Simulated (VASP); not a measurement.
# Cr (Im-3m) in VASP: single point with r2SCAN

Aim: the single point of Cr with r2SCAN.

Program: VASP 6.6.1. These are calculated values, not measurements. Logs are shortened: lines on timing, memory, paths and dates and some standing lists are left out, and cuts for length are marked.

## Step 1: The cell of the first run

It takes space group Im-3m (No. 229, cubic). Conventional cell: a = 2.884 Å, b = 2.884 Å, c = 2.884 Å, α = 90.00°, β = 90.00°, γ = 90.00°. Within 3.3 Å of Cr (site symmetry m-3m) lie 14 Cr at 2.50 to 2.88 Å.

## Step 2: Single point, r2SCAN, collinear spin, antiferromagnetic start

Contents of POSCAR:

```
Cr
1.0
    0.0000000000      2.8839000000      2.8839000000
    2.8839000000      0.0000000000      2.8839000000
    2.8839000000      2.8839000000      0.0000000000
Cr
4
Direct
    0.0000000000      0.0000000000      0.0000000000
    0.2500000000      0.2500000000      0.2500000000
    0.5000000000      0.5000000000      0.5000000000
    0.7500000000      0.7500000000      0.7500000000
```

Contents of INCAR.step1:

```
ALGO = Normal
EDIFF = 1E-4
ENCUT = 520
GGA = PE
ISMEAR = -1
ISPIN = 2
LASPH = T
LCHARG = F
LMAXMIX = 4
LREAL = F
LWAVE = T
MAGMOM = 3 -3 3 -3
NBANDS = 36
NELM = 150
PREC = Accurate
SIGMA = 0.08
```

Contents of INCAR.step2:

```
ALGO = Normal
EDIFF = 1E-6
ENCUT = 520
ISIF = 2
ISMEAR = -1
ISPIN = 2
ISTART = 1
LASPH = T
LCHARG = T
LELF = T
LMAXMIX = 4
LMIXTAU = T
LORBIT = 11
LREAL = F
LVHAR = T
LWAVE = F
MAGMOM = 3 -3 3 -3
METAGGA = R2SCAN
NBANDS = 36
NELM = 150
PREC = Accurate
SIGMA = 0.08
```

Contents of KPOINTS:

```
k-points
0
Gamma
  9 9 9
```

Potentials or basis: VASP PAW PBE potentials, release 64 (Cr_pv).

Command:

```sh
cat potpaw_PBE.64/Cr_pv/POTCAR > POTCAR
cp INCAR.step1 INCAR
mpirun -np 1 vasp_std > vasp.out
cp INCAR.step2 INCAR
mpirun -np 1 vasp_std > vasp.out
```

OUTCAR:

```text
EDIFF = 1E-6
   ENCUT = 520
   ISIF = 2
   ISMEAR = -1
   ISPIN = 2
   ISTART = 1
   LASPH = T
   LORBIT = 11
   LREAL = F
   METAGGA = R2SCAN
   NELM = 150
   PREC = Accurate

 ion  position               nearest neighbor table
   1  0.000  0.000  0.000-   4 2.50   4 2.50   4 2.50   2 2.50   4 2.50   2 2.50   2 2.50   2 2.50
                             3 2.88   3 2.88   3 2.88   3 2.88   3 2.88   3 2.88
   2  0.250  0.250  0.250-   1 2.50   1 2.50   1 2.50   1 2.50   3 2.50   3 2.50   3 2.50   3 2.50
                             4 2.88   4 2.88   4 2.88   4 2.88   4 2.88   4 2.88
   3  0.500  0.500  0.500-   2 2.50   2 2.50   2 2.50   2 2.50   4 2.50   4 2.50   4 2.50   4 2.50
                             1 2.88   1 2.88   1 2.88   1 2.88   1 2.88   1 2.88
   4  0.750  0.750  0.750-   3 2.50   3 2.50   3 2.50   1 2.50   3 2.50   1 2.50   1 2.50   1 2.50
                             2 2.88   2 2.88   2 2.88   2 2.88   2 2.88   2 2.88

  LATTYP: Found a face centered cubic cell.
 ALAT       =     5.7678000000

  Lattice vectors:

 A1 = (   0.0000000000,   2.8839000000,   2.8839000000)
 A2 = (   2.8839000000,   0.0000000000,   2.8839000000)
 A3 = (   2.8839000000,   2.8839000000,   0.0000000000)

Analysis of symmetry for initial positions (statically):
=====================================================================
 Subroutine PRICEL returns following result:

  LATTYP: Found a body centered cubic cell.
 ALAT       =     2.8839000000
[... 12 lines left out ...]
 Subroutine GETGRP returns: Found 48 space group operations
 (whereof 48 operations were pure point group operations)
 out of a pool of 48 trial point group operations.

The static configuration has the point symmetry O_h .

Analysis of symmetry for dynamics (positions and initial velocities):
=====================================================================
 Subroutine PRICEL returns following result:

  LATTYP: Found a body centered cubic cell.
 ALAT       =     2.8839000000
[... 12 lines left out ...]
 Subroutine GETGRP returns: Found 48 space group operations
 (whereof 48 operations were pure point group operations)
 out of a pool of 48 trial point group operations.

The dynamic configuration has the point symmetry O_h .

Analysis of structural, dynamic, and magnetic symmetry:
=====================================================================
 Subroutine PRICEL returns following result:

  LATTYP: Found a body centered cubic cell.
 ALAT       =     2.8839000000
[... 12 lines left out ...]
 Subroutine GETGRP returns: Found 48 space group operations
 (whereof 48 operations were pure point group operations)
 out of a pool of 48 trial point group operations.

The overall configuration has the point symmetry O_h .

 Subroutine INISYM returns: Found 48 space group operations
 (whereof 48 operations are pure point group operations),
 and found     4 'primitive' translations

----------------------------------------------------------------------------------------

                                     Primitive cell

  volume of cell :      11.9925

  direct lattice vectors                    reciprocal lattice vectors
    -1.441950000 -1.441950000 -1.441950000    -0.346752661 -0.346752661  0.000000000
     1.441950000 -1.441950000  1.441950000     0.000000000 -0.346752661  0.346752661
    -1.441950000  1.441950000  1.441950000    -0.346752661  0.000000000  0.346752661

  length of vectors
     2.497530662  2.497530662  2.497530662     0.490382316  0.490382316  0.490382316

  position of ions in fractional coordinates (direct lattice)
     0.000000000  0.000000000  0.000000000

  ion indices of the primitive-cell ions
   primitive index   ion index
                 1           1

----------------------------------------------------------------------------------------

 KPOINTS: k-points

Automatic generation of k-mesh.
 Grid dimensions read from file:
 generate k-points for:    9    9    9

 Generating k-lattice:

  Cartesian coordinates                     Fractional coordinates (reciprocal lattice)
    -0.019264037  0.019264037  0.019264037     0.111111111  0.000000000  0.000000000
     0.019264037 -0.019264037  0.019264037     0.000000000  0.111111111  0.000000000
     0.019264037  0.019264037 -0.019264037     0.000000000  0.000000000  0.111111111

  Length of vectors
     0.033366290  0.033366290  0.033366290

  Shift w.r.t. Gamma in fractional coordinates (k-lattice)
     0.000000000  0.000000000  0.000000000

 Subroutine IBZKPT returns following result:
 ===========================================

 Found     35 irreducible k-points:

 Following reciprocal coordinates:
            Coordinates               Weight
  0.000000  0.000000  0.000000      1.000000
  0.111111  0.000000  0.000000      8.000000
  0.222222  0.000000  0.000000      8.000000
  0.333333  0.000000  0.000000      8.000000
  0.444444  0.000000  0.000000      8.000000
  0.111111  0.111111  0.000000      6.000000
[... 16 lines left out ...]
 -0.333333  0.333333  0.000000     12.000000
  0.444444  0.444444  0.000000      6.000000
 [... further k-points ...]
   k-points           NKPTS =     35   k-points in BZ     NKDIM =     35   number of bands    NBANDS=     36
   number of dos      NEDOS =    301   number of ions     NIONS =      4
   total plane-waves  NPLWV =  27000
   dimension x,y,z NGX =    30 NGY =   30 NGZ =   30
   dimension x,y,z NGXF=    60 NGYF=   60 NGZF=   60
   ions per type =               4
   NGX,Y,Z   is equivalent  to a cutoff of  12.23, 12.23, 12.23 a.u.
   NGXF,Y,Z  is equivalent  to a cutoff of  24.46, 24.46, 24.46 a.u.
 SYSTEM =  unknown system
   PREC   = accura    normal or accurate (medium, high low for compatibility)
   ISTART =      1    job   : 0-new  1-cont  2-samecut
   ICHARG =      0    charge: 1-file 2-atom 10-const
   ISPIN  =      2    spin polarized calculation?
   LNONCOLLINEAR =      F non collinear calculations
   LSORBIT =      F    spin-orbit coupling
   LASPH  =      T    aspherical Exc in radial PAW
   ENCUT  =  520.0 eV  38.22 Ry    6.18 a.u.   7.58  7.58  7.58*2*pi/ulx,y,z
   NELM   =    150;   NELMIN=  2; NELMDL=  0     # of ELM steps
   EDIFF  = 0.1E-05   stopping-criterion for ELM
   LREAL  =      F    real-space projection
   EDIFFG = 0.1E-04   stopping-criterion for IOM
   NSW    =      0    number of steps for IOM
   IBRION =     -1    ionic relax: 0-MD 1-quasi-New 2-CG
   NFREE  =      0    steps in history (QN), initial steepest desc. (CG)
   ISIF   =      2    stress and relaxation
   ISYM   =      2    0-nonsym 1-usesym 2-fastsym
   POTIM  = 0.5000    time-step for ionic-motion
   TEBEG  =    0.0;   TEEND  =   0.0 temperature during run
   PSTRESS=    0.0 pullay stress
   NELECT =      48.0000    total number of electrons
   NUPDOWN=      -1.0000    fix difference up-down
   EMIN   =  10.00;   EMAX   =-10.00  energy-range for DOS
   EFERMI =   0.00;   METHOD = LEGACY
   ISMEAR =    -1;   SIGMA  =   0.08  broadening in eV -4-tet -1-fermi 0-gaus
   EFERMI_NEDOS =   21; number of points for ismear=-14 and -15
   IALGO  =     38    algorithm
   IMIX   =      4    mixing-type and parameters
     AMIX     =   0.40;   BMIX     =  1.00
     AMIX_MAG =   1.60;   BMIX_MAG =  1.00
  volume/ion in A,a.u.               =      11.99        80.93
  Fermi-wavevector in a.u.,A,eV,Ry     =   1.637439  3.094310 36.480015  2.681205
  Thomas-Fermi vector in A             =   2.728578
   LORBIT       =     11    0 simple, 1 ext, 2 COOP (PROOUT), +10 PAW based schemes
   METAGGA = R2SCAN    functional components
   LHFCALC =     F    Hartree Fock is set to
   AEXX    =    0.0000 exact exchange contribution
   IVDW    =     0    specifies the selected vdW correction
   LEPSILON=     F    determine dielectric tensor
   LRPA    =     F    only Hartree local field effects (RPA)
 spin polarized calculation
  energy-cutoff  :      520.00
  volume of cell :       47.97
 maximum number of plane-waves:      1311
   NGX = 15   NGY = 15   NGZ = 15

 number of electron      48.0000010 magnetization      -0.0000000

 number of electron      48.0000010 magnetization       0.0000000

 Free energy of the ion-electron system (eV)
  ---------------------------------------------------
  ext. energy  EPLUGINS =         0.00000000
  ---------------------------------------------------
  free energy    TOTEN  =       -60.16522383 eV

  energy without entropy =      -60.14983472  energy(sigma->0) =      -60.15752928

 E-fermi :  10.6497     XC(G=0): -14.6282

 val. band max:       10.5864876330   @ k =  -0.4444   0.4444   0.1111
 cond. band min:      10.6832472762   @ k =  -0.4444   0.4444   0.1111
 fundamental gap:      0.0967596431
 Fermi energy:        10.6496939680

 spin component 1

 k-point     1 :       0.0000    0.0000    0.0000
  band No.  band energies     occupation
      1     -35.3467      1.00000
      2     -35.3467      1.00000
      3     -35.3466      1.00000
      4     -35.2487      1.00000
      5     -35.2487      1.00000
      6     -35.2486      1.00000
[... 925 lines left out ...]
     35      14.2304      0.00000
     36      14.2304      0.00000

 [... further k-points ...]

 spin component 2

 k-point     1 :       0.0000    0.0000    0.0000
  band No.  band energies     occupation
      1     -35.3467      1.00000
      2     -35.3467      1.00000
      3     -35.3466      1.00000
      4     -35.2487      1.00000
      5     -35.2487      1.00000
      6     -35.2486      1.00000
[... 925 lines left out ...]
     35      14.2304      0.00000
     36      14.2304      0.00000

 [... further k-points ...]

------------------------ aborting loop because EDIFF is reached ----------------------------------------

  FORCE on cell =-STRESS in cart. coord.  units (eV):
  Direction    XX          YY          ZZ          XY          YZ          ZX
  --------------------------------------------------------------------------------------
  -------------------------------------------------------------------------------------
  Total        3.2305362      3.2305362      3.2305362     -0.0000000      0.0000000      0.0000000
  in kB      107.8983017    107.8983017    107.8983017     -0.0000000      0.0000000      0.0000000
  external PRESSURE =     107.8983017 kB  Pullay stress =       0.0000000 kB

 VOLUME and BASIS-vectors are now :
 -----------------------------------------------------------------------------
  energy-cutoff  :      520.00
  volume of cell :       47.97
      direct lattice vectors                 reciprocal lattice vectors
     0.000000000  2.883900000  2.883900000    -0.173376331  0.173376331  0.173376331
     2.883900000  0.000000000  2.883900000     0.173376331 -0.173376331  0.173376331
     2.883900000  2.883900000  0.000000000     0.173376331  0.173376331 -0.173376331

 POSITION                                       TOTAL-FORCE (eV/Angst)
 -----------------------------------------------------------------------------------
      0.00000      0.00000      0.00000        -0.000000      0.000000      0.000000
      1.44195      1.44195      1.44195         0.000000      0.000000      0.000000
      2.88390      2.88390      2.88390         0.000000      0.000000      0.000000
      4.32585      4.32585      4.32585        -0.000000     -0.000000     -0.000000
 -----------------------------------------------------------------------------------
    total drift:                                0.000000     -0.000000      0.000000

  FREE ENERGIE OF THE ION-ELECTRON SYSTEM (eV)
  ---------------------------------------------------
  free  energy   TOTEN  =       -60.1652238317 eV

  energy  without entropy=      -60.1498347191  energy(sigma->0) =      -60.15752928

 total charge

# of ion       s       p       d       tot
------------------------------------------
    1        0.684   6.401   4.138  11.223
    2        0.684   6.401   4.138  11.223
    3        0.684   6.401   4.138  11.223
    4        0.684   6.401   4.138  11.223
--------------------------------------------------
tot          2.736  25.603  16.551  44.890

 magnetization (x)

# of ion       s       p       d       tot
------------------------------------------
    1        0.078   0.038   2.214   2.330
    2       -0.078  -0.038  -2.214  -2.330
    3        0.078   0.038   2.214   2.330
    4       -0.078  -0.038  -2.214  -2.330
--------------------------------------------------
tot          0.000   0.000  -0.000  -0.000
```

Wall time 7.6 min (1 thread of Intel Xeon Platinum 8488C (Sapphire Rapids), shared host); peak memory 0.24 GiB.

What came out:

```
Free energy                                           : -60.1652 eV
Pressure                                              : 10.8 GPa
Band gap on the k mesh                                : zero (filled and empty bands overlap)
Net moment                                            : 0.00 μB per cell
Site moments                                          : Cr +2.33, -2.33 (each value once) μB
Valence electrons inside the program's atomic spheres : Cr 11.22
```

Levels at points of the mesh, in eV from the Fermi level:
Spin up:
```csv
k point,band 21,band 22,band 23,band 24,band 25,band 26,band 27,band 28
"(0.00, 0.00, 0.00)",-1.54,-1.35,-1.35,-1.35,0.72,0.72,1.26,1.30
```
Spin down:
| k point | band 21 | band 22 | band 23 | band 24 | band 25 | band 26 | band 27 | band 28 |
| --- | --- | --- | --- | --- | --- | --- | --- | --- |
| (0.00, 0.00, 0.00) | -1.54 | -1.35 | -1.35 | -1.35 | 0.72 | 0.72 | 1.26 | 1.30 |

Caveat: the cell stands under pressure; the PAW data sets were made with another functional, which shifts forces and pressure a little.
